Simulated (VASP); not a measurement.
Set up this calculation in VASP 6.6.1, as the native input.

```
Task                   : single point
Functional             : LDA
Potentials or basis    : VASP PAW LDA potentials, release 64 (Sn_d, O)
Cutoff                 : 600 eV
k mesh                 : 4 × 4 × 4
Occupations            : gaussian, width 0.1 eV
Spin                   : no spin polarisation
Dipole correction      : no
Further INCAR settings : ALGO = Normal; EDIFF = 1e-06; NBANDS = 64
```

The structure of SnO2 lies in POSCAR:

```
SnO2
1.0
   -3.1845287338      3.3404064267      3.3403537041
    3.1845287338     -3.3404064267      3.3403537041
    3.1845287338      3.3404064267     -3.3403537041
Sn O
4 8
Direct
    0.9982861177      0.2482861177      0.7500000000
    0.0017138823      0.7517138823      0.2500000000
    0.5000000000      0.5000000000      0.5000000000
    0.5000000000      0.0000000000      0.0000000000
    0.1939068619      0.1951569909      0.5012501290
    0.6956562108      0.7517485747      0.9439076361
    0.1939068619      0.6926567329      0.9987498710
    0.3078409386      0.7517485747      0.5560923639
    0.6921590614      0.2482514253      0.4439076361
    0.3043437892      0.2482514253      0.0560923639
    0.8060931381      0.3073432671      0.0012501290
    0.8060931381      0.8048430091      0.4987498710
```

One way to write it, as run:

INCAR

```
SYSTEM = SnO2
ALGO     = Normal         ! electronic algorithm
EDIFF    = 1E-6           ! SCF threshold, eV
ENCUT    = 600            ! plane-wave cutoff, eV
GGA_COMPAT= .False.      
ISIF     = 2              ! what is computed and relaxed
ISMEAR   = 0              ! smearing method
LASPH    = .True.         ! aspherical terms in the spheres
LCHARG   = .True.         ! write CHGCAR
LELF     = .True.         ! ELF
LREAL    = .False.        ! projectors in reciprocal space
LVHAR    = .True.       
LWAVE    = .False.        ! write WAVECAR
NBANDS   = 64             ! bands
NELM     = 120            ! most SCF steps
PREC     = Accurate       ! precision mode
SIGMA    = 0.1            ! smearing width, eV
```

KPOINTS

```
k-points
0
Gamma
  4 4 4
  0 0 0
```

Potentials or basis: VASP PAW LDA potentials, release 64 (Sn_d, O).

The run is started by

```sh
$ cat potpaw_LDA.64/Sn_d/POTCAR potpaw_LDA.64/O/POTCAR > POTCAR
$ mpirun -np 1 vasp_std > vasp.out
```

Results of the run:

| Property | Result |
| --- | --- |
| Pressure | 1.2 GPa |
| Largest force | 0.038 eV/Å |
| Band gap on the k mesh | 1.22 eV |

Caveat: spin-orbit coupling is left out, which moves the levels of the heavy elements.

It took 6 min on 1 thread of Oxide Virtual Turin-like Processor, on a shared host, peak memory 0.3 GiB.
